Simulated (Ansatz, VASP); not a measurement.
# Ga in VASP and in Ansatz

```xyz
4
Lattice="3.8272 -2.2865 0.0000 3.8272 2.2865 0.0000 0.0000 0.0000 4.5416" Properties=species:S:1:pos:R:3 pbc="T T T"
Ga    5.0685   -1.4976    1.1354
Ga    5.0685    1.4976    3.4062
Ga    2.5859    1.4976    3.4062
Ga    2.5859   -1.4976    1.1354
```

Alike in both runs: functional PBEsol; k mesh 10 × 10 × 10; occupations gaussian, width 0.1 eV; no spin polarisation.

Ansatz relaxed the structure, and its values are those at the end. VASP's run is a single point on that final structure, the one shown.

|  | VASP | Ansatz |
| --- | --- | --- |
| version | VASP 6.6.1 | Ansatz 0.2.0 |
| potentials or method | VASP PAW PBE potentials, release 64 (Ga_d), cutoff 520 eV | scalar-relativistic, plane waves, PAW |
| valence electrons in the cell | 52 | 52 |

```csv
,VASP,Ansatz,Ansatz less VASP
gap on the k mesh at the Fermi level (eV),none,none,-
pressure (GPa),0.0,0.0,+0.04
```

VASP's potentials were made for PBE, not for PBEsol. A gap of «none» marks a metal or a gap that the smearing closes. The functional is the same, so the differences come from potentials, cutoffs and numerics.
